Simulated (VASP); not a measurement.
A run of VASP 6.6.1 is set up as follows.

Contents of INCAR:

```
SYSTEM = H12C3N4
  PREC = Accurate
  ENCUT = 520
  EDIFF = 1E-7
  ISMEAR = -1
  SIGMA = 0.02
  LREAL = Auto
  LASPH = .True.
  NELM = 100
  ALGO = Normal
  ISIF = 2
  LWAVE = .False.
  LCHARG = .False.
  GGA = PE
  NBANDS = 69
```

KPOINTS

```
Automatic mesh
0
Gamma
  1 1 1
  0 0 0
```

The input POSCAR:

```
H12C3N4
1.0
    8.4004530000      0.0000000000      0.0000000000
    0.0000000000      8.4004530000      0.0000000000
    0.0000000000      0.0000000000      8.4004530000
C N H
6 8 24
Direct
    0.8695245364      0.3445647514     -0.0283556137
    0.7807674181      0.3542547051      0.1179341162
    0.4000260462      0.7334366373      0.2670451224
    0.2930080080      0.6171810020      0.1895016852
    0.9822089356      0.7458883467      0.5579818136
    1.1313913666      0.6875581591      0.6186809211
    0.7032120768      0.3341724547      0.2309994473
    0.2324636540      0.5127699661      0.1231957372
    1.2295170272      0.6508577573      0.7069261622
    0.4654987058      1.0263613165      0.7761367155
    0.2507721905      0.1554916146      0.1480396355
   -0.0038450307      0.9386160484     -0.0295698339
    0.5850041658      0.4889379180      0.6270257092
    0.0601039015      0.1927991264      0.5825638213
    0.9996722796      0.3701109928      0.0080709933
    0.8646914637      0.2239403042     -0.0770910807
    0.8344549990      0.4390001349     -0.1177198420
    0.4876879854      0.6736541470      0.3420291739
    0.4572253425      0.8106467592      0.1875017931
    0.3274466270      0.8088492371      0.3554332129
    0.9157839464      0.6499411401      0.5066869608
    0.9214979240      0.8150869959      0.6573931192
    1.0086360819      0.8391809346      0.4635107178
    0.4753434130      1.1186658624      0.6977718940
    0.3567783785      1.0568001511      0.8377881526
    0.4171322666      0.9402350088      0.6999741562
    0.3597306002      0.1390639291      0.1859066410
    0.2316303656      0.2760327330      0.1297191949
    0.2096910726      0.1498133494      0.2620692003
    0.0833764560      0.9507939631      0.0551755959
   -0.0979232906      0.9656741131      0.0430929142
   -0.0232844586      0.8222294679     -0.0381884167
    0.6048126214      0.5333164771      0.5153531601
    0.5854684265      0.3650636460      0.6201689361
    0.4655939388      0.5001277907      0.6449176015
   -0.0623299720      0.1921086875      0.5648742990
    0.0824003182      0.1442541253      0.6917126969
    0.1087322315      0.3057216081      0.5847065628
```

Potentials or basis: VASP PAW PBE potentials, release 64 (C, N, H).

The run is started by

```sh
$ cat potpaw_PBE.64/C/POTCAR potpaw_PBE.64/N/POTCAR potpaw_PBE.64/H/POTCAR > POTCAR
$ mpirun -np 1 vasp_gam > vasp.out
```

Q: Estimate the pressure.

A: 0.1 GPa.

Q: Predict the largest force.

A: 3.253 eV/Å.

Q: Estimate the band gap on the k mesh.

A: 4.03 eV.

Stress tensor (GPa, compression positive):
```
 0.56 -0.32  0.23
-0.32 -0.02 -0.46
 0.23 -0.46 -0.27
```

Caveat: the k points lie up to 0.75 Å⁻¹ apart.
